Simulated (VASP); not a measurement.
A run of VASP 6.6.1 is set up as follows.

The input POSCAR:

```
AlP
1.0
    0.0000000000      2.7392572096      2.7392572096
    2.7392572096      0.0000000000      2.7392572096
    2.7392572096      2.7392572096      0.0000000000
Al P
1 1
Direct
    0.0000000000      0.0000000000      0.0000000000
    0.2500000000      0.2500000000      0.2500000000
```

The input INCAR.step1:

```
SYSTEM = AlP
PREC = Accurate ; ENCUT = 550
ISMEAR = 0 ; SIGMA = 0.01
LREAL = .False. ; LASPH = .True.
NELM = 120 ; NBANDS = 11
GGA = PE ; ALGO = Normal
EDIFF = 1E-5 ; LWAVE = .True.
LCHARG = .False. ; GGA_COMPAT = .False.
```

INCAR.step2

```
SYSTEM = AlP
PREC = Accurate ; ENCUT = 550
EDIFF = 1E-6 ; ISMEAR = 0
SIGMA = 0.01 ; LREAL = .False.
LASPH = .True. ; NELM = 120
ALGO = Normal ; ISIF = 2
LWAVE = .False. ; LCHARG = .True.
METAGGA = R2SCAN ; LMIXTAU = .True.
LELF = .True. ; LVHAR = .True.
NBANDS = 11 ; ISTART = 1
GGA_COMPAT = .False.
```

File KPOINTS:

```
regular mesh
0
Gamma
  6 6 6
  0 0 0
```

Potentials or basis: VASP PAW PBE potentials, release 64 (Al, P).

Launch:

```console
$ cat potpaw_PBE.64/Al/POTCAR potpaw_PBE.64/P/POTCAR > POTCAR
$ cp INCAR.step1 INCAR
$ mpirun -np 1 vasp_std > vasp.out
$ cp INCAR.step2 INCAR
$ mpirun -np 1 vasp_std > vasp.out
```

Question: What does it give for the pressure?

Answer: -0.3 GPa.

Question: What does it give for the band gap on the k mesh?

Answer: 1.93 eV, indirect (least direct gap 3.91 eV).

Caveat: the PAW data sets were made with another functional, which shifts forces and pressure a little. r2SCAN opens gaps a little over a GGA but as a rule still falls short of measured ones.
